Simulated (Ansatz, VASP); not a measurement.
**SiN in VASP and in Ansatz**

INCAR

```
SYSTEM = SiN
ALGO = Normal
EDIFF = 1E-7
EDIFFG = -0.05
ENCUT = 600
GGA = PE
IBRION = 2
ISIF = 3
ISMEAR = 0
LASPH = .True.
LCHARG = .False.
LREAL = .False.
LWAVE = .False.
NELM = 60
NSW = 80
PREC = Accurate
SIGMA = 0.1
```

The input KPOINTS:

```
k-points
0
Gamma
  6 6 4
  0 0 0
```

The input POSCAR:

```
SiN
1.0
    3.0396408991      0.0000000000      0.0000000000
   -1.5198204495      2.6324062370      0.0000000000
    0.0000000000      0.0000000000      4.9884680077
Si N
2 2
Direct
    0.3333333333      0.6666666667      0.4995817072
    0.6666666667      0.3333333333      0.9995817072
    0.3333333333      0.6666666667      0.8754182928
    0.6666666667      0.3333333333      0.3754182928
```

Input for Ansatz:

```yaml
crystal:
  lattice:
    - [3.0396408991, 0.0, 0.0]
    - [-1.5198204495, 2.632406237, 0.0]
    - [0.0, 0.0, 4.9884680077]
  atoms:
    - { symbol: Si, position: [0.3333333333, 0.6666666667, 0.4995817072] }
    - { symbol: Si, position: [0.6666666667, 0.3333333333, 0.9995817072] }
    - { symbol: "N", position: [0.3333333333, 0.6666666667, 0.8754182928] }
    - { symbol: "N", position: [0.6666666667, 0.3333333333, 0.3754182928] }
basis:
  ecutwfc: 420
kpoints:
  mp_grid: { grid: [6, 6, 4] }
hamiltonian:
  xc: pbe
scf:
  occupations: { method: gaussian, width: 0.1 }
output:
  forces: true
  stress: true
  eigenvalues: true
relax:
  adjacent_minimum: "off"
  f_tol: 0.05
  max_steps: 60
  cell: { stress_tol: 0.5 }
```

Alike in both runs: task relaxation of cell and atoms; functional PBE; k mesh 6 × 6 × 4; occupations gaussian, width 0.1 eV; no spin polarisation.

|  | VASP | Ansatz |
| --- | --- | --- |
| version | VASP 6.6.1 | Ansatz 0.2.0 |
| potentials or method | VASP PAW PBE potentials, release 64 (Si, N), cutoff 600 eV | scalar-relativistic, plane waves, PAW |
| valence electrons in the cell | 18 | 18 |

|  | VASP | Ansatz | Ansatz less VASP |
| --- | --- | --- | --- |
| gap on the k mesh at the Fermi level, each at its own relaxed structure (eV) | none | none | - |
| relaxed volume (Å³/atom) | 9.91 | 9.93 | +0.015 |
| relaxed cell length with the largest relative difference (Å) | 5.695 | 5.709 | +0.0142 |

A gap of «none» marks a metal or a gap that the smearing closes.

The k mesh is coarse, so the values compare programs but aren't converged.
